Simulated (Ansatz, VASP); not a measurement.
Two plane-wave programs on Nb2B

```xyz
3
Lattice="0.0000 2.7226 2.7226 2.7226 0.0000 2.7226 2.7226 2.7226 0.0000" Properties=species:S:1:pos:R:3 pbc="T T T"
Nb    1.3613    1.3613    1.3613
Nb    4.0838    4.0838    4.0838
B     2.7226    2.7226    2.7226
```

Alike in both runs: task single point; functional PBE; k mesh 6 × 6 × 6; occupations gaussian, width 0.1 eV; no spin polarisation.

|  | VASP | Ansatz |
| --- | --- | --- |
| version | VASP 6.6.1 | Ansatz 0.2.0 |
| potentials or method | VASP PAW PBE potentials, release 64 (Nb_sv, B), cutoff 520 eV | scalar-relativistic, plane waves, PAW |
| valence electrons in the cell | 29 | 29 |

Ansatz gave:

* gap on the k mesh at the Fermi level (eV): none
* pressure (GPa): 23.6

Problem. Which values does VASP return?

Solution. gap on the k mesh at the Fermi level (eV): none; pressure (GPa): 23.2.

A gap of «none» marks a metal or a gap that the smearing closes. With one functional, cell and mesh, what is left measures potentials, basis and numerics.
